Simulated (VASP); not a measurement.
Ti:

```
Ti
1.0
     0.00000    1.98940    2.03000
     1.98940    0.00000    2.03000
     1.98940    1.98940    0.00000
Ti
1
Direct
  0.00000 0.00000 0.00000
```

This cell differs from its parent crystal: equal xx and yy strain of -2 %.

Base run:

- Program: VASP 6.6.1
- Functional: LDA
- Potentials or basis: VASP PAW LDA potentials, release 64 (Ti_sv)
- Cutoff: 520 eV
- k mesh: 15 × 15 × 15
- Occupations: fermi-dirac, width 0.05 eV
- Spin: no spin polarisation

Its results: band gap on the k mesh zero (bands 6 and 7 overlap by 1.13 eV); pressure -0.5 GPa.

Problem. The run is repeated on the same cell with these changes: cutoff from 520 eV to 400 eV; further incar settings from ALGO = Normal; EDIFF = 1e-06; NBANDS = 12 to ALGO = Normal; EDIFF = 1e-08; NBANDS = 12. What comes out?

Solution. Band gap on the k mesh zero (bands 6 and 7 overlap by 1.13 eV); pressure -1.2 GPa.
